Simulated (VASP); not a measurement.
# InSi6O16 (a cell with a defect) in VASP: notebook

InSi6O16 (a cell with a defect) is run at these levels: PBE; tasks: single point.

All numbers are computed with VASP 6.6.1; they aren't measurements. Logs are shortened: lines on timing, memory, paths and dates and some standing lists are left out, and cuts for length are marked.

**1. The cell of the first run**

The cell holds a defect, 23 atoms: a = 5.908 Å, b = 5.908 Å, c = 5.330 Å, α = 90.00°, β = 90.00°, γ = 90.00°.

**2. Single point, PBE, collinear spin**

File INCAR:

```
SYSTEM = InSi6O16
ALGO = Normal
EDIFF = 1E-7
ENCUT = 520
GGA = PE
ISIF = 2
ISMEAR = 0
ISPIN = 2
LASPH = .TRUE.
LCHARG = .TRUE.
LELF = .TRUE.
LORBIT = 11
LREAL = Auto
LVHAR = .TRUE.
LWAVE = .FALSE.
MAGMOM = 0 0 0 0 0 0 0 0 0 0 0 0 0 0 0 0 0 0 0 0 0 0 1
NBANDS = 88
NELM = 150
PREC = Accurate
SIGMA = 0.05
```

File KPOINTS:

```
k-points
0
G
  2 2 3
  0 0 0
```

File POSCAR:

```
InSi6O16
1.0
   -4.1773000000     -4.1773000000      0.0000000000
    4.1773000000     -4.1773000000      0.0000000000
    0.0000000000      0.0000000000      5.3304000000
Si O In
6 16 1
Direct
    0.0031079037      0.5006000309      0.2468678192
    0.0030834506      0.5005764737      0.7566588176
    0.0030894490      0.0006498024      0.0017458910
    0.5029876120      0.0005733797      0.2459610270
    0.0029771410      0.0005998818      0.5016763935
    0.5029438191      0.0006189311      0.7575378249
    0.1885217109      0.5004793270      0.0017235118
    0.0029783175      0.1936295229      0.2524909891
    0.8177412663      0.5005812359      0.0017401658
    0.0031341374      0.8074834660      0.2524346978
    0.1782442060      0.5001992237      0.5018164788
    0.0029558785      0.1935648775      0.7509693903
    0.8279631295      0.5007142101      0.5017879297
    0.0031473615      0.8075128510      0.7510093536
    0.7077690016      0.0006490009      0.0017610967
    0.5028735849      0.7197192893      0.2062391220
    0.2983039377      0.0006405190      0.0017403269
    0.5037649616      0.2813728111      0.2064608590
    0.6969301987      0.0002442714      0.5017507063
    0.5028945704      0.7197746372      0.7970712710
    0.3089786129      0.0006242287      0.5017554046
    0.5037560520      0.2814834138      0.7970041969
    0.5030849972      0.5007212148      0.5016720267
```

Potentials or basis: VASP PAW PBE potentials, release 64 (Si, O, In_d).

On the command line:

```sh
$ cat potpaw_PBE.64/Si/POTCAR potpaw_PBE.64/O/POTCAR potpaw_PBE.64/In_d/POTCAR > POTCAR
$ mpirun -np 1 vasp_std > vasp.out
```

OUTCAR:

```text
SYSTEM = InSi6O16
   EDIFF = 1E-7
   ENCUT = 520
   GGA = PE
   ISIF = 2
   ISMEAR = 0
   ISPIN = 2
   LASPH = .TRUE.
   LORBIT = 11
   LREAL = Auto
   NELM = 150
   PREC = Accurate

 ion  position               nearest neighbor table
   1  0.003  0.501  0.247-   9 1.70   7 1.71  13 1.71  11 1.71  10 1.81   8 1.81   2 2.61   2 2.72
                            23 3.25  23 3.25
   2  0.003  0.501  0.757-   9 1.70   7 1.70  13 1.71  11 1.71  14 1.81  12 1.81   1 2.61   1 2.72
                            23 3.25  23 3.25
   3  0.003  0.001  0.002-  17 1.74  15 1.74  12 1.76   8 1.76  10 1.76  14 1.76   5 2.66   5 2.67
[... 9 lines left out ...]
   9  0.818  0.501  0.002-   2 1.70   1 1.70
  10  0.003  0.807  0.252-   5 1.75   3 1.76   1 1.81
  11  0.178  0.500  0.502-   2 1.71   1 1.71  23 1.92
  12  0.003  0.194  0.751-   5 1.75   3 1.76   2 1.81
  13  0.828  0.501  0.502-   2 1.71   1 1.71  23 1.92
  14  0.003  0.808  0.751-   5 1.75   3 1.76   2 1.81
  15  0.708  0.001  0.002-   3 1.74   4 1.78   6 1.78
  16  0.503  0.720  0.206-   4 1.67  23 2.04
  17  0.298  0.001  0.002-   3 1.74   6 1.78   4 1.78
  18  0.504  0.281  0.206-   4 1.67  23 2.04
  19  0.697  0.000  0.502-   4 1.78   6 1.78   5 1.81
  20  0.503  0.720  0.797-   6 1.67  23 2.04
  21  0.309  0.001  0.502-   6 1.78   4 1.78   5 1.81
  22  0.504  0.281  0.797-   6 1.67  23 2.04
  23  0.503  0.501  0.502-  11 1.92  13 1.92  16 2.04  20 2.04  18 2.04  22 2.04   1 3.25   1 3.25
                             2 3.25   2 3.25   4 3.25   6 3.25   4 3.25   6 3.25

  LATTYP: Found a simple tetragonal cell.
 ALAT       =     5.9075943141
 C/A-ratio  =     0.9022962168

  Lattice vectors:

 A1 = (  -4.1773000000,  -4.1773000000,   0.0000000000)
 A2 = (   4.1773000000,  -4.1773000000,   0.0000000000)
 A3 = (   0.0000000000,   0.0000000000,   5.3304000000)

Analysis of symmetry for initial positions (statically):
=====================================================================
 Subroutine PRICEL returns:
 Original cell was already a primitive cell.

 Routine SETGRP: Setting up the symmetry group for a
 simple tetragonal supercell.

 Subroutine GETGRP returns: Found  1 space group operations
 (whereof  1 operations were pure point group operations)
 out of a pool of 16 trial point group operations.

The static configuration has the point symmetry C_1 .

Analysis of symmetry for dynamics (positions and initial velocities):
=====================================================================
 Subroutine PRICEL returns:
 Original cell was already a primitive cell.

 Routine SETGRP: Setting up the symmetry group for a
 simple tetragonal supercell.

 Subroutine GETGRP returns: Found  1 space group operations
[... 188 lines left out ...]
  ---------------------------------------------------
  free energy    TOTEN  =      -154.42767122 eV

  energy without entropy =     -154.40866311  energy(sigma->0) =     -154.41816717

 E-fermi :   6.9702     XC(G=0): -12.1728

 val. band max:        6.9638181101   @ k =   0.5000   0.5000   0.3333
 cond. band min:       6.9709212410   @ k =   0.5000   0.0000   0.0000
 fundamental gap:      0.0071031309
 Fermi energy:         6.9701524261

 spin component 1

 k-point     1 :       0.0000    0.0000    0.0000
  band No.  band energies     occupation
      1     -15.1700      1.00000
      2     -13.9412      1.00000
      3     -12.7434      1.00000
      4     -12.6324      1.00000
      5     -12.4842      1.00000
      6     -12.1920      1.00000
[... 637 lines left out ...]
     77      17.9253      0.00000
     78      17.9939      0.00000
 Fermi energy:         6.9701524261

 spin component 2

 k-point     1 :       0.0000    0.0000    0.0000
  band No.  band energies     occupation
      1     -15.1686      1.00000
      2     -13.9389      1.00000
      3     -12.7455      1.00000
      4     -12.6321      1.00000
      5     -12.4826      1.00000
      6     -12.1821      1.00000
[... 637 lines left out ...]
     77      17.9240      0.00000
     78      17.9936      0.00000
 [bands above 78 left out]

------------------------ aborting loop because EDIFF is reached ----------------------------------------

  FORCE on cell =-STRESS in cart. coord.  units (eV):
  Direction    XX          YY          ZZ          XY          YZ          ZX
  --------------------------------------------------------------------------------------
  -------------------------------------------------------------------------------------
  Total       41.2837473     41.2599085     27.5004861      3.8707444      0.0064231      0.0018506
  in kB      355.5564532    355.3511415    236.8480565     33.3368027      0.0553186      0.0159379
  external PRESSURE =     315.9185504 kB  Pullay stress =       0.0000000 kB

 VOLUME and BASIS-vectors are now :
 -----------------------------------------------------------------------------
  energy-cutoff  :      520.00
  volume of cell :      186.03
      direct lattice vectors                 reciprocal lattice vectors
    -4.177300000 -4.177300000  0.000000000    -0.119694540 -0.119694540  0.000000000
     4.177300000 -4.177300000  0.000000000     0.119694540 -0.119694540  0.000000000
     0.000000000  0.000000000  5.330400000     0.000000000  0.000000000  0.187603182

 POSITION                                       TOTAL-FORCE (eV/Angst)
 -----------------------------------------------------------------------------------
      2.07817     -2.10414      1.31590        -0.002016      0.000652     -0.158793
      2.07818     -2.10394      4.03329         0.000299     -0.000249      0.157637
     -0.01019     -0.01562      0.00931        -0.004675      0.013748     -0.007645
     -2.09873     -2.10353      1.31107        -0.004642      0.002739      0.195835
     -0.00993     -0.01494      2.67414        -0.007346      0.010428      0.013003
     -2.09836     -2.10353      4.03798        -0.001244     -0.004999     -0.197468
[... 15 lines left out ...]
     -0.92850     -3.28018      4.24835         0.050131     -0.034185      0.092447
     -0.00987     -4.19320      2.67411         0.001614      0.010101      0.001101
 -----------------------------------------------------------------------------------
    total drift:                                0.007039      0.007504      0.032495

  FREE ENERGIE OF THE ION-ELECTRON SYSTEM (eV)
  ---------------------------------------------------
  free  energy   TOTEN  =      -154.4276712224 eV

  energy  without entropy=     -154.4086631094  energy(sigma->0) =     -154.41816717

 total charge

# of ion       s       p       d       tot
------------------------------------------
    1        0.607   0.939   0.000   1.546
    2        0.607   0.939   0.000   1.546
    3        0.595   0.913   0.000   1.508
    4        0.620   0.957   0.000   1.577
    5        0.594   0.891   0.000   1.485
    6        0.620   0.957   0.000   1.576
[... 15 lines left out ...]
   22        1.601   3.413   0.000   5.014
   23        0.714   0.967  10.178  11.859
--------------------------------------------------
tot         29.549  63.941  10.178 103.668

 magnetization (x)

# of ion       s       p       d       tot
------------------------------------------
    1       -0.000   0.000   0.000  -0.000
    2       -0.000   0.000   0.000  -0.000
    3       -0.000  -0.000   0.000  -0.000
    4        0.000   0.000   0.000   0.000
    5        0.000   0.000   0.000   0.000
    6        0.000   0.000   0.000   0.000
[... 15 lines left out ...]
   22       -0.001  -0.014   0.000  -0.015
   23       -0.001  -0.002   0.002  -0.001
--------------------------------------------------
tot         -0.004  -0.044   0.002  -0.046
```

OSZICAR:

```text
N       E                     dE             d eps       ncg     rms          rms(c)
DAV:   1     0.136515206252E+04    0.13652E+04   -0.67391E+04  2816   0.165E+03
DAV:   2    -0.948285752690E+01   -0.13746E+04   -0.12929E+04  3240   0.443E+02
DAV:   3    -0.162125117732E+03   -0.15264E+03   -0.14681E+03  3160   0.155E+02
[... 13 lines left out ...]
DAV:  73    -0.154427671160E+03   -0.55285E-06   -0.76330E-07  3112   0.368E-03    0.234E-03
DAV:  74    -0.154427671263E+03   -0.10260E-06   -0.70238E-08  1728   0.119E-03    0.217E-03
DAV:  75    -0.154427671074E+03    0.18852E-06   -0.36114E-06  3352   0.512E-03    0.264E-03
DAV:  76    -0.154427671171E+03   -0.96874E-07   -0.32775E-06  2976   0.428E-03    0.187E-03
DAV:  77    -0.154427671222E+03   -0.51101E-07   -0.18019E-07  1984   0.182E-03
   1 F= -.15442767E+03 E0= -.15441817E+03  d E =-.190081E-01  mag=    -0.0536
```

stdout:

```text
POSCAR found type information on POSCAR SiO In
 POSCAR found :  3 types and      23 ions
 scaLAPACK will be used
 LDA part: xc-table for (Slater+PW92), standard interpolation
 POSCAR, INCAR and KPOINTS ok, starting setup
 FFT: planning ... GRIDC
 FFT: planning ... GRID_SOFT
 FFT: planning ... GRID
 WAVECAR not read
 entering main loop
```

It took 39 min on 1 thread of Intel Xeon 8259CL, shared host; peak memory 0.44 GiB.

Results:

* Free energy: -154.4277 eV
* Pressure: 31.6 GPa
* Largest force: 0.262 eV/Å
* Net moment: -0.05 μB per cell
* Site moments: Si -0.00, +0.00 (each value once); O +0.00, +0.01, -0.01, +0.02, -0.02 (each value once); In -0.00 μB
* Valence electrons inside the program's atomic spheres: Si 1.55, 1.51, 1.58, 1.49 (each value once); O 5.10, 5.24, 5.27, 5.21, 5.01, 5.20 (each value once); In 11.86

Forces on the atoms (eV/Å):
```
Si  -0.002  0.001 -0.159
Si   0.000  0.000  0.158
Si  -0.005  0.014 -0.008
Si  -0.005  0.003  0.196
Si  -0.007  0.010  0.013
Si  -0.001 -0.005 -0.197
O   -0.185 -0.185  0.006
O   -0.012  0.010 -0.031
O    0.184  0.184  0.004
O    0.013 -0.015 -0.026
O    0.094  0.080 -0.010
O   -0.006  0.000  0.031
O   -0.088 -0.085 -0.007
O    0.008 -0.011  0.028
O    0.050  0.078 -0.001
O   -0.046  0.042 -0.096
O   -0.055 -0.079  0.000
O    0.060 -0.040 -0.089
O    0.015  0.008 -0.003
O   -0.047  0.043  0.100
O   -0.020 -0.027 -0.001
O    0.050 -0.034  0.092
In   0.002  0.010  0.001
```

Caveat: the k points lie up to 0.53 Å⁻¹ apart; spin-orbit coupling is left out, which moves the levels of the heavy elements.

[end of part 1 of 2]
